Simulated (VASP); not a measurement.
Crystal: Al3BSb2.

```xyz
6
Lattice="5.9567 0.0000 0.0000 -2.9783 5.1586 0.0000 0.0000 0.0000 4.3301" Properties=species:S:1:pos:R:3 pbc="T T T"
Al    1.9889    0.0000    0.0000
Al   -0.9944    1.7224    0.0000
Al    1.9839    3.4362    0.0000
B     0.0000    0.0000    0.0000
Sb    0.0000    3.4391    0.0000
Sb    2.9783    1.7195    0.0000
```

The cell was generated, and may not be a known phase.

| Item | Value |
| --- | --- |
| Program | VASP 6.6.1 |
| Task | relaxation of cell and atoms |
| Functional | PBE |
| Potentials or basis | VASP PAW PBE potentials, release 64 (Al, B, Sb_d_GW) |
| Cutoff | 560 eV |
| k mesh | 3 × 3 × 4 |
| Occupations | gaussian, width 0.2 eV |
| Spin | no spin polarisation |

At the start: pressure 74.4 GPa; volume 22.18 Å³/atom.

Question: Where does the relaxation end?

Answer: Over 20 steps the energy falls by 3370.4 meV/atom and the volume is 26.04 Å³/atom (+17.4 %); space group P-62m (No. 189, to 0.1 Å) before and after.

Step by step:
```csv
step,energy change (eV),largest force (eV/Å),pressure (GPa),volume (Å³)
1,0.0000,12.8219,74.44,133.06
2,-8.3522,0.6542,-9.50,404.98
3,-18.3702,0.8580,-5.85,231.76
4,-18.8473,0.8652,-4.90,221.39
5,-19.2278,0.4826,2.72,188.57
6,-19.3570,0.7651,-1.18,201.25
7,-19.3657,0.7334,-0.65,199.16
8,-19.3655,0.7092,-0.24,197.71
9,-19.5292,0.1549,-1.25,195.40
10,-19.6845,0.6041,-2.75,191.17
11,-19.7944,0.6846,-2.50,185.81
12,-20.0466,0.8275,-1.38,170.02
13,-19.6337,1.0779,5.35,139.56
14,-20.1028,0.8358,-0.82,164.32
15,-20.1276,0.8676,0.16,156.99
16,-20.1281,0.8563,-0.10,158.76
17,-20.1825,0.5696,-0.20,158.10
18,-20.2197,0.0430,-0.23,156.91
19,-20.2197,0.0598,-0.23,156.95
20,-20.2223,0.0153,0.22,156.25
```

Final structure:
```
Al B Sb
1.0
     7.30214    0.00000    0.00000
    -3.65107    6.32383    0.00000
     0.00000    0.00000    3.38372
Al B Sb
3 1 2
Direct
  0.28219 0.00000 0.00000
  0.00000 0.28219 0.00000
  0.71781 0.71781 0.00000
  0.00000 0.00000 0.00000
  0.33333 0.66667 0.00000
  0.66667 0.33333 0.00000
```

Caveat: the k points lie up to 0.46 Å⁻¹ apart in the final cell, too coarse for converged energies and pressures of a metal; the volume moved by over 15 % at a fixed basis, so the end points are rough.
